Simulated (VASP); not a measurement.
# Bi: relaxation of cell and atoms with PBE

The system is Bi.

```xyz
3
Lattice="4.8066 0.0000 0.0000 0.0000 4.8066 0.0000 0.0000 0.0000 4.8066" Properties=species:S:1:pos:R:3 pbc="T T T"
Bi    0.0000    2.4033    2.4033
Bi    2.4033    0.0000    2.4033
Bi    2.4033    2.4033    0.0000
```

- Program: VASP 6.6.1
- Task: relaxation of cell and atoms
- Functional: PBE
- Potentials or basis: VASP PAW PBE potentials, release 64 (Bi_d)
- Cutoff: 600 eV
- k mesh: 10 × 10 × 10
- Occupations: gaussian, width 0.1 eV
- Spin: no spin polarisation
- Dipole correction: no
- Further INCAR settings: ALGO = Fast; EDIFF = 1e-06; IBRION = 2; EDIFFG = -0.01; NSW = 100; ISIF = 3

```
Relaxed volume                         : 36.94 Å³/atom
Relaxed cell                           : a = 4.803 Å, b = 4.803 Å, c = 4.803 Å, α = 90.00°, β = 90.00°, γ = 90.00°
Space group after relaxing (to 0.05 Å) : Pm-3m (No. 221)
Energy gained by relaxing              : 0.0 meV/atom
Ionic steps                            : 3
Pressure after relaxing                : 0.0 GPa
```

Final structure:
```cif
data_structure
_symmetry_space_group_name_H-M 'P 1'
_symmetry_Int_Tables_number 1
_cell_length_a 4.8032
_cell_length_b 4.8032
_cell_length_c 4.8032
_cell_angle_alpha 90.000
_cell_angle_beta 90.000
_cell_angle_gamma 90.000
_cell_volume 110.82
loop_
_atom_site_label
_atom_site_type_symbol
_atom_site_fract_x
_atom_site_fract_y
_atom_site_fract_z
_atom_site_occupancy
Bi1 Bi 0.00000 0.50000 0.50000 1
Bi2 Bi 0.50000 0.00000 0.50000 1
Bi3 Bi 0.50000 0.50000 0.00000 1
```

Levels at points of the mesh, in eV from the Fermi level:
```tsv
k point	band 19	band 20	band 21	band 22	band 23	band 24	band 25	band 26
(0.00, 0.00, 0.00)	-3.45	-3.45	-3.45	1.38	1.38	1.38	2.25	3.64
(0.50, 0.00, 0.00)	-2.41	-2.41	-0.91	-0.47	-0.47	-0.23	-0.13	3.10
(0.50, 0.50, 0.00)	-3.88	-2.56	-0.76	-0.28	-0.28	-0.23	-0.23	4.19
(0.50, 0.50, 0.50)	-5.56	-3.62	-3.62	-3.62	2.41	4.32	4.32	4.95
```

Wall time 5.8 min on 1 thread of AMD EPYC 7R43 64-Core Processor (Zen 3), with other jobs on the host, peak memory 0.32 GiB.

Caveat: spin-orbit coupling is left out, which moves the levels of the heavy elements.
